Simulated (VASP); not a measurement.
Here is a VASP 6.6.1 calculation.

The input INCAR:

```
ALGO = Normal
EDIFF = 1E-6
ENCUT = 520
GGA = PE
ISIF = 2
ISMEAR = 0
LASPH = True
LCHARG = True
LELF = True
LREAL = False
LVHAR = True
LWAVE = False
NBANDS = 11
NELM = 60
PREC = Accurate
SIGMA = 0.01
```

Contents of KPOINTS:

```
k-points
0
Gamma
  4 4 4
```

POSCAR

```
Si
1.0
    0.0000000000      2.7221197378      2.7221197378
    2.7221197378      0.0000000000      2.7221197378
    2.7221197378      2.7221197378      0.0000000000
Si
2
Direct
    0.2500000000      0.2500000000      0.2500000000
    0.0000000000      0.0000000000      0.0000000000
```

Potentials or basis: VASP PAW PBE potentials, release 64 (Si).

The run is started by

```bash
$ cat potpaw_PBE.64/Si/POTCAR > POTCAR
$ mpirun -np 1 vasp_std > vasp.out
```

(1) What does it give for the pressure?

(2) Predict the band gap on the k mesh.

Answers

(1) 1.8 GPa.

(2) 0.71 eV, indirect (least direct gap 2.54 eV).

Caveat: the k points lie up to 0.50 Å⁻¹ apart.
